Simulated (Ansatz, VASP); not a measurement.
HfN in VASP and in Ansatz

```xyz
2
Lattice="0.0000 2.4047 2.4047 2.4047 0.0000 2.4047 2.4047 2.4047 0.0000" Properties=species:S:1:pos:R:3 pbc="T T T"
Hf    0.0000    0.0000    0.0000
N     1.2024    1.2024    1.2024
```

Alike in both runs: task single point; functional HSE06; k mesh 6 × 6 × 6; occupations fermi-dirac, width 0.05 eV; no spin polarisation.

|  | VASP | Ansatz |
| --- | --- | --- |
| version | VASP 6.6.1 | Ansatz 0.2.0 |
| potentials or method | VASP PAW PBE potentials, release 64 (Hf_pv, N) | Ansatz PAW |
| plane-wave cutoff (eV) | 520 | 420 |
| valence electrons in the cell | 15 | 31 |

|  | VASP | Ansatz | Ansatz less VASP |
| --- | --- | --- | --- |
| gap on the k mesh at the Fermi level (eV) | none | none | - |
| pressure (GPa) | 8.9 | 11.8 | +2.84 |

A gap of «none» marks a metal or a gap that the smearing closes. VASP's potentials hold 15 valence electrons a cell and Ansatz's 31, so a difference there can come from the potentials and not from the codes.

The k mesh is coarse, so the values compare programs but aren't converged. Spin-orbit coupling is off throughout.
